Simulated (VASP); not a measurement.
TlH3, 4 atoms in the cell. It takes space group Pm-3m (No. 221, cubic). The conventional cell has a = 3.716 Å, b = 3.716 Å, c = 3.716 Å, α = 90.00°, β = 90.00°, γ = 90.00°. Within 3.5 Å of Tl (site symmetry m-3m) lie 12 H at 2.63 Å. H (site symmetry 4/mmm) has 4 Tl at 2.63 Å and 8 H at 2.63 Å within 3.5 Å. 

* Program: VASP 6.6.1
* Task: single point
* Functional: PBE
* Potentials or basis: VASP PAW PBE potentials, release 64 (Tl_d, H)
* Cutoff: 500 eV
* k mesh: 9 × 9 × 9
* Occupations: gaussian, width 0.0217 eV
* Spin: no spin polarisation
* Dipole correction: no
* Further INCAR settings: ALGO = Normal; EDIFF = 1e-06; NBANDS = 16

Potentials or basis: VASP PAW PBE potentials, release 64 (Tl_d, H).

Command:

```bash
$ cat potpaw_PBE.64/Tl_d/POTCAR potpaw_PBE.64/H/POTCAR > POTCAR
$ mpirun -np 1 vasp_std > vasp.out
```

Hardware: 1 thread of AMD EPYC 7R43 64-Core Processor (Zen 3), with other jobs on the host.

Estimate the wall time of this run.

Run time: 35 s on 1 thread of AMD EPYC 7R43 64-Core Processor (Zen 3), on a shared host, peak memory 0.13 GiB. Counts: scf iterations 13, k points 35.
